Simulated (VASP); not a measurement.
# LiY16 (a cell with a defect) in VASP: single point with PBE

Aim: the single point of LiY16 (a cell with a defect) with PBE.

Everything below comes from runs of VASP 6.6.1. Logs are shortened: lines on timing, memory, paths and dates and some standing lists are left out, and cuts for length are marked.

## 1. The cell of the first run

The cell holds a defect, 17 atoms: a = 7.300 Å, b = 6.322 Å, c = 11.468 Å, α = 90.00°, β = 90.00°, γ = 90.00°.

## 2. Single point, PBE

Input file INCAR:

```
SYSTEM = LiY16
PREC = Accurate
ENCUT = 520
EDIFF = 1E-6
ISMEAR = 0
SIGMA = 0.05
LREAL = Auto
LASPH = .TRUE.
NELM = 100
ALGO = Normal
ISIF = 2
LWAVE = .FALSE.
LCHARG = .FALSE.
GGA = PE
NBANDS = 104
```

Input file KPOINTS:

```
regular mesh
0
G
  3 3 2
  0 0 0
```

Input file POSCAR:

```
LiY16
1.0
   -3.6500000000     -6.3219850000      0.0000000000
    5.4750000000     -3.1609930000      0.0000000000
    0.0000000000      0.0000000000     11.4683000000
Y Li
16 1
Direct
    0.7517485983      0.4999313943      0.0014670003
    0.5007684239      0.3483296342      0.2428442751
    0.7518205505      0.4997786319      0.4841030493
    0.5006361468      0.3396935043      0.7427562934
    0.5005243358      0.0105674568     -0.0161594133
    0.2921822216      0.8671969149      0.2424609576
    0.5005836859      0.0104705851      0.5015952670
    0.2507455174      0.8305521714      0.7427272569
    0.2495533696      0.4998664473      0.0015404201
    0.0007054269      0.2600335723      0.2428679054
    0.2493617490      0.4998207094      0.4840769774
    0.0006576768      0.3346015562      0.7428850832
    0.0006169569     -0.0079678735     -0.0103906420
    0.7090358160      0.8669383979      0.2424789202
    0.0005237879     -0.0082747350      0.4958578865
    0.7504413899      0.8306164517      0.7427685010
    0.0006295595      0.6598030853      0.2430123907
```

Potentials or basis: VASP PAW PBE potentials, release 64 (Y_sv, Li_sv).

Started as:

```bash
> cat potpaw_PBE.64/Y_sv/POTCAR potpaw_PBE.64/Li_sv/POTCAR > POTCAR
> mpirun -np 1 vasp_std > vasp.out
```

OUTCAR:

```text
SYSTEM = LiY16
   PREC = Accurate
   ENCUT = 520
   EDIFF = 1E-6
   ISMEAR = 0
   LREAL = Auto
   LASPH = .TRUE.
   NELM = 100
   ISIF = 2
   GGA = PE

 ion  position               nearest neighbor table
   1  0.752  0.500  0.001-   2 3.46  17 3.46   5 3.60  13 3.61  14 3.62  16 3.63  12 3.63   4 3.63
                             9 3.63  10 3.64   9 3.67  13 3.69   5 3.72
   2  0.501  0.348  0.243-   6 3.40  14 3.40   3 3.45   1 3.46   9 3.46  11 3.46  14 3.61   6 3.62
                             7 3.66   5 3.66  10 3.69  10 3.69
   3  0.752  0.500  0.484-   2 3.45  17 3.46   7 3.60  15 3.60  14 3.63  16 3.63   4 3.63  11 3.63
                            12 3.63  10 3.64  11 3.67  15 3.69   7 3.72
   4  0.501  0.340  0.743-   5 3.46   7 3.46   8 3.60  16 3.60   3 3.63   1 3.63  11 3.63   9 3.63
                            12 3.65  12 3.65  16 3.70   8 3.70
   5  0.501  0.011  0.984-   6 3.45  14 3.46   4 3.46   8 3.50  16 3.50   9 3.60   1 3.60  13 3.65
                            13 3.65   2 3.66   9 3.72   1 3.72
   6  0.292  0.867  0.242-  17 2.50  14 3.04  10 3.27   2 3.40   5 3.45   7 3.46   2 3.62   9 3.62
                            11 3.63  13 3.68  15 3.69  14 4.26
   7  0.501  0.010  0.502-   6 3.46  14 3.46   4 3.46   8 3.50  16 3.50   3 3.60  11 3.60  15 3.65
                            15 3.65   2 3.66  11 3.72   3 3.72
   8  0.251  0.831  0.743-   5 3.50   7 3.50  15 3.52  13 3.52   4 3.60  12 3.63  11 3.63   9 3.63
                            16 3.65  16 3.65  12 3.67   4 3.70
   9  0.250  0.500  0.002-   2 3.46  17 3.46   5 3.60  13 3.61   6 3.62   8 3.63  12 3.63   4 3.63
                             1 3.63  10 3.64   1 3.67  13 3.69   5 3.72
  10  0.001  0.260  0.243-  17 2.53   6 3.27  14 3.27  15 3.36  13 3.36  11 3.64   3 3.64   9 3.64
                             1 3.64   2 3.69   2 3.69
  11  0.249  0.500  0.484-   2 3.46  17 3.46   7 3.60  15 3.60   6 3.63   8 3.63   4 3.63   3 3.63
                            12 3.63  10 3.64   3 3.67  15 3.69   7 3.72
  12  0.001  0.335  0.743-  13 3.56  15 3.57   8 3.63  16 3.63   1 3.63   9 3.63  11 3.63   3 3.63
                             4 3.65   4 3.65   8 3.67  16 3.67
  13  0.001  0.992  0.990-  10 3.36  16 3.52   8 3.52  12 3.56   1 3.61   9 3.61   5 3.65   5 3.65
                             6 3.68  14 3.68   9 3.69   1 3.69
  14  0.709  0.867  0.242-  17 2.50   6 3.04  10 3.27   2 3.40   5 3.46   7 3.46   2 3.61   1 3.62
                             3 3.63  13 3.68  15 3.69   6 4.26
  15  0.001  0.992  0.496-  10 3.36  16 3.52   8 3.52  12 3.57   3 3.60  11 3.60   7 3.65   7 3.65
                            14 3.69   6 3.69   3 3.69  11 3.69
  16  0.750  0.831  0.743-   5 3.50   7 3.50  15 3.52  13 3.52   4 3.60  12 3.63   1 3.63   3 3.63
                             8 3.65   8 3.65  12 3.67   4 3.70
  17  0.001  0.660  0.243-  14 2.50   6 2.50  10 2.53  11 3.46   3 3.46   9 3.46   1 3.46

  LATTYP: Found a simple orthorhombic cell.
 ALAT       =     6.3219855857
 B/A-ratio  =     1.1547004518
 C/A-ratio  =     1.8140345062

  Lattice vectors:

 A1 = (  -5.4750000000,   3.1609930000,   0.0000000000)
 A2 = (  -3.6500000000,  -6.3219850000,   0.0000000000)
 A3 = (   0.0000000000,   0.0000000000,  11.4683000000)

Analysis of symmetry for initial positions (statically):
=====================================================================
 Subroutine PRICEL returns:
 Original cell was already a primitive cell.

 Routine SETGRP: Setting up the symmetry group for a
 simple orthorhombic supercell.

 Subroutine GETGRP returns: Found  1 space group operations
 (whereof  1 operations were pure point group operations)
 out of a pool of  8 trial point group operations.

The static configuration has the point symmetry C_1 .

Analysis of symmetry for dynamics (positions and initial velocities):
=====================================================================
 Subroutine PRICEL returns:
 Original cell was already a primitive cell.

 Routine SETGRP: Setting up the symmetry group for a
 simple orthorhombic supercell.

 Subroutine GETGRP returns: Found  1 space group operations
 (whereof  1 operations were pure point group operations)
 out of a pool of  8 trial point group operations.

The dynamic configuration has the point symmetry C_1 .

 Subroutine INISYM returns: Found  1 space group operations
 (whereof  1 operations are pure point group operations),
 and found     1 'primitive' translations

----------------------------------------------------------------------------------------

                                     Primitive cell

  volume of cell :     529.2677

  direct lattice vectors                    reciprocal lattice vectors
    -3.650000000 -6.321985000  0.000000000    -0.068493159 -0.118633621  0.000000000
     5.475000000 -3.160993000  0.000000000     0.136986296 -0.079089080  0.000000000
     0.000000000  0.000000000 11.468300000     0.000000000  0.000000000  0.087196882

  length of vectors
[... 58 lines left out ...]

  Shift w.r.t. Gamma in fractional coordinates (k-lattice)
     0.000000000  0.000000000  0.000000000

 Subroutine IBZKPT returns following result:
 ===========================================

 Found     10 irreducible k-points:

 Following reciprocal coordinates:
            Coordinates               Weight
  0.000000  0.000000  0.000000      1.000000
  0.333333 -0.000000  0.000000      2.000000
 -0.000000  0.333333  0.000000      2.000000
  0.333333  0.333333  0.000000      2.000000
 -0.333333  0.333333  0.000000      2.000000
  0.000000  0.000000  0.500000      1.000000
  0.333333 -0.000000  0.500000      2.000000
 -0.000000  0.333333  0.500000      2.000000
  0.333333  0.333333  0.500000      2.000000
 -0.333333  0.333333  0.500000      2.000000
   k-points           NKPTS =     10   k-points in BZ     NKDIM =     10   number of bands    NBANDS=    104
   number of dos      NEDOS =    301   number of ions     NIONS =     17
   total plane-waves  NPLWV = 233280
   dimension x,y,z NGX =    54 NGY =   48 NGZ =   90
   dimension x,y,z NGXF=   108 NGYF=   96 NGZF=  180
   ions per type =              16   1
   NGX,Y,Z   is equivalent  to a cutoff of  12.30, 12.62, 13.05 a.u.
   NGXF,Y,Z  is equivalent  to a cutoff of  24.60, 25.24, 26.09 a.u.
 SYSTEM =  LiY16
   PREC   = accura    normal or accurate (medium, high low for compatibility)
   ISTART =      0    job   : 0-new  1-cont  2-samecut
   ICHARG =      2    charge: 1-file 2-atom 10-const
   ISPIN  =      1    spin polarized calculation?
   LNONCOLLINEAR =      F non collinear calculations
   LSORBIT =      F    spin-orbit coupling
   LASPH  =      T    aspherical Exc in radial PAW
   ENCUT  =  520.0 eV  38.22 Ry    6.18 a.u.  13.57 11.75 21.32*2*pi/ulx,y,z
   NELM   =    100;   NELMIN=  2; NELMDL= -5     # of ELM steps
   EDIFF  = 0.1E-05   stopping-criterion for ELM
   LREAL  =      T    real-space projection
   EDIFFG = 0.1E-04   stopping-criterion for IOM
   NSW    =      0    number of steps for IOM
   IBRION =     -1    ionic relax: 0-MD 1-quasi-New 2-CG
   NFREE  =      0    steps in history (QN), initial steepest desc. (CG)
   ISIF   =      2    stress and relaxation
   ISYM   =      2    0-nonsym 1-usesym 2-fastsym
   POTIM  = 0.5000    time-step for ionic-motion
   TEBEG  =    0.0;   TEEND  =   0.0 temperature during run
   PSTRESS=    0.0 pullay stress
   NELECT =     179.0000    total number of electrons
   NUPDOWN=      -1.0000    fix difference up-down
   EMIN   =  10.00;   EMAX   =-10.00  energy-range for DOS
   EFERMI =   0.00;   METHOD = LEGACY
   ISMEAR =     0;   SIGMA  =   0.05  broadening in eV -4-tet -1-fermi 0-gaus
   EFERMI_NEDOS =   21; number of points for ismear=-14 and -15
   IALGO  =     38    algorithm
   IMIX   =      4    mixing-type and parameters
     AMIX     =   0.40;   BMIX     =  1.00
     AMIX_MAG =   1.60;   BMIX_MAG =  1.00
  volume/ion in A,a.u.               =      31.13       210.10
  Fermi-wavevector in a.u.,A,eV,Ry     =   1.140602  2.155425 17.700805  1.300972
  Thomas-Fermi vector in A             =   2.277304
   LORBIT       =      0    0 simple, 1 ext, 2 COOP (PROOUT), +10 PAW based schemes
   GGA     = PE    functional components
   LHFCALC =     F    Hartree Fock is set to
   AEXX    =    0.0000 exact exchange contribution
   IVDW    =     0    specifies the selected vdW correction
   LEPSILON=     F    determine dielectric tensor
   LRPA    =     F    only Hartree local field effects (RPA)
 non-spin polarized calculation
 Gauss-broadening in eV      SIGMA  =   0.05
  energy-cutoff  :      520.00
  volume of cell :      529.27
 maximum number of plane-waves:     14281
 NGX is ok and might be reduce to    54
   NGX = 27   NGY = 23   NGZ = 43

 number of electron     179.0000003 magnetization

 Free energy of the ion-electron system (eV)
  ---------------------------------------------------
  ext. energy  EPLUGINS =         0.00000000
  ---------------------------------------------------
  free energy    TOTEN  =      -103.48926208 eV

  energy without entropy =     -103.44755632  energy(sigma->0) =     -103.46840920

 E-fermi :   3.0305     XC(G=0):  -9.4605

 val. band max:        3.0198010198   @ k =   0.0000   0.0000   0.0000
 cond. band min:       3.0525189184   @ k =  -0.0000   0.3333   0.5000
 fundamental gap:      0.0327178986
 Fermi energy:         3.0305335566

 k-point     1 :       0.0000    0.0000    0.0000
  band No.  band energies     occupation
      1     -43.0832      2.00000
      2     -39.7203      2.00000
      3     -39.6712      2.00000
      4     -39.6686      2.00000
      5     -39.6489      2.00000
      6     -39.6479      2.00000
[... 1029 lines left out ...]
    100       4.0296      0.00000
    101       4.0977      0.00000
 [bands above 101 left out]

------------------------ aborting loop because EDIFF is reached ----------------------------------------

  FORCE on cell =-STRESS in cart. coord.  units (eV):
  Direction    XX          YY          ZZ          XY          YZ          ZX
  --------------------------------------------------------------------------------------
  -------------------------------------------------------------------------------------
  Total        5.9673468      6.3634534     -3.3230012      0.3453405      0.0018462     -0.0044257
  in kB       18.0641062     19.2631836    -10.0592522      1.0454006      0.0055887     -0.0133974
  external PRESSURE =       9.0893459 kB  Pullay stress =       0.0000000 kB

 VOLUME and BASIS-vectors are now :
 -----------------------------------------------------------------------------
  energy-cutoff  :      520.00
  volume of cell :      529.27
      direct lattice vectors                 reciprocal lattice vectors
    -3.650000000 -6.321985000  0.000000000    -0.068493159 -0.118633621  0.000000000
     5.475000000 -3.160993000  0.000000000     0.136986296 -0.079089080  0.000000000
     0.000000000  0.000000000 11.468300000     0.000000000  0.000000000  0.087196882

 POSITION                                       TOTAL-FORCE (eV/Angst)
 -----------------------------------------------------------------------------------
     -0.00676     -6.33282      0.01682        -0.004091     -0.003250      0.004621
      0.07930     -4.26692      2.78501         0.007065     -0.002016      0.000196
     -0.00786     -6.33279      5.55184         0.000693     -0.001878     -0.002497
      0.03250     -4.23878      8.51815         0.001042     -0.000269     -0.000661
     -1.76906     -3.19771     11.28298         0.001424     -0.004426      0.000847
      3.68144     -4.58837      2.78062        -0.008426      0.001728      0.006502
[... 9 lines left out ...]
      1.80851     -7.36985      8.51829        -0.000711      0.000634     -0.000307
      3.61012     -2.08961      2.78694         0.003327     -0.004475      0.002910
 -----------------------------------------------------------------------------------
    total drift:                                0.001477     -0.003147      0.000328

  FREE ENERGIE OF THE ION-ELECTRON SYSTEM (eV)
  ---------------------------------------------------
  free  energy   TOTEN  =      -103.4892620766 eV

  energy  without entropy=     -103.4475563162  energy(sigma->0) =     -103.46840920
```

Run time: 36 min. Hardware: 1 thread of Intel Xeon Platinum 8259CL at 2.50GHz (Skylake/Cascade Lake), shared host; peak memory 0.73 GiB.

Results:

| Property | Result |
| --- | --- |
| Free energy | -103.4893 eV |
| Largest force | 0.011 eV/Å |
| Band gap on the k mesh | zero (an odd number of electrons rules out a gap without spin polarisation) |

Forces on the atoms (eV/Å):
```
Y   -0.004 -0.003  0.005
Y    0.007 -0.002  0.000
Y    0.001 -0.002 -0.002
Y    0.001  0.000 -0.001
Y    0.001 -0.004  0.001
Y   -0.008  0.002  0.007
Y    0.000  0.000 -0.009
Y    0.000  0.000  0.002
Y    0.004  0.004  0.002
Y   -0.005  0.006 -0.003
Y    0.000 -0.001 -0.004
Y   -0.001  0.001 -0.005
Y   -0.002  0.003  0.002
Y    0.002  0.002  0.005
Y    0.001 -0.002 -0.001
Y   -0.001  0.001  0.000
Li   0.003 -0.004  0.003
```

Caveat: the cutoff is under 1.25 times the usual one of these potentials, so pressure, stress and relaxed cells hold a basis-set (Pulay) error.

The gap in the log of VASP goes by the Fermi energy; the results here count the filled bands.